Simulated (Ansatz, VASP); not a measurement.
**MgO in VASP and in Ansatz**

```xyz
2
Lattice="0.0000 2.1160 2.1160 2.1160 0.0000 2.1160 2.1160 2.1160 0.0000" Properties=species:S:1:pos:R:3 pbc="T T T"
Mg    0.0000    0.0000    0.0000
O     2.1160    2.1160    2.1160
```

Alike in both runs: task single point; functional PBE; k mesh 9 × 9 × 9; occupations fermi-dirac, width 0.02 eV; no spin polarisation.

|  | VASP | Ansatz |
| --- | --- | --- |
| version | VASP 6.6.1 | Ansatz 0.2.0 |
| potentials or method | VASP PAW PBE potentials, release 64 (Mg, O), cutoff 600 eV | PAW, plane waves, scalar-relativistic |
| valence electrons in the cell | 8 | 16 |

```tsv
	VASP	Ansatz	Ansatz less VASP
pressure (GPa)	1.4	2.4	+0.98
```

VASP's potentials hold 8 valence electrons a cell and Ansatz's 16, so a difference there can come from the potentials and not from the codes.
